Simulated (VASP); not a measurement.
A run of VASP 6.6.1:

Contents of INCAR:

```
PREC = Accurate
ENCUT = 600
EDIFF = 1E-6
ISMEAR = -1
SIGMA = 0.1
LREAL = F
LASPH = T
NELM = 120
ALGO = Normal
ISIF = 2
LWAVE = F
LCHARG = F
GGA = PE
NBANDS = 18
GGA_COMPAT = F
```

File KPOINTS:

```
Automatic mesh
0
Gamma
  6 6 4
```

The input POSCAR:

```
Cu
1.0
    2.5340966700      0.0000000000      0.0000000000
   -1.2670483300      2.1945920900      0.0000000000
    0.0000000000      0.0000000000      4.1125710000
Cu
2
Direct
    0.3333333333      0.6666666667      0.2500000000
    0.6666666667      0.3333333333      0.7500000000
```

Potentials or basis: VASP PAW PBE potentials, release 64 (Cu).

Run with:

```bash
$ cat potpaw_PBE.64/Cu/POTCAR > POTCAR
$ mpirun -np 1 vasp_std > vasp.out
```

Hardware: 1 thread of Intel Xeon 8259CL (shared host).

Problem. Estimate the wall time of this run.

Solution. It took 30 s on 1 thread of Intel Xeon 8259CL, on a shared host, peak memory 0.14 GiB. Counts: scf iterations 12, k points 21.
